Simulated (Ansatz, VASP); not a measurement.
# Al2O3: VASP beside Ansatz

```
CELL_PARAMETERS angstrom
2.38664 1.37793 4.33758
-2.38664 1.37793 4.33758
0.00000 -2.75585 4.33758
ATOMIC_POSITIONS crystal
Al 0.35205 0.35205 0.35205
Al 0.14795 0.14795 0.14795
Al 0.64795 0.64795 0.64795
Al 0.85205 0.85205 0.85205
O 0.55583 0.94417 0.25000
O 0.25000 0.55583 0.94417
O 0.94417 0.25000 0.55583
O 0.44417 0.05583 0.75000
O 0.75000 0.44417 0.05583
O 0.05583 0.75000 0.44417
```

Alike in both runs: functional PBEsol; k mesh 6 × 6 × 6; occupations gaussian, width 0.02 eV; no spin polarisation.

Ansatz relaxed the structure, and its values are those at the end. VASP's run is a single point on that final structure, the one shown.

|  | VASP | Ansatz |
| --- | --- | --- |
| version | VASP 6.6.1 | Ansatz 0.2.0 |
| potentials or method | VASP PAW PBE potentials, release 64 (Al, O), cutoff 520 eV | scalar-relativistic, plane waves, PAW |
| valence electrons in the cell | 48 | 48 |

```csv
,VASP,Ansatz,Ansatz less VASP
gap on the k mesh at the Fermi level (eV),6.05,6.04,-0.007
least direct gap on the mesh (eV),6.05,6.04,-0.007
pressure (GPa),0.2,0.0,-0.16
```

VASP's potentials were made for PBE, not for PBEsol, and Ansatz warns of the same on its side. The functional is the same, so the differences come from potentials, cutoffs and numerics.
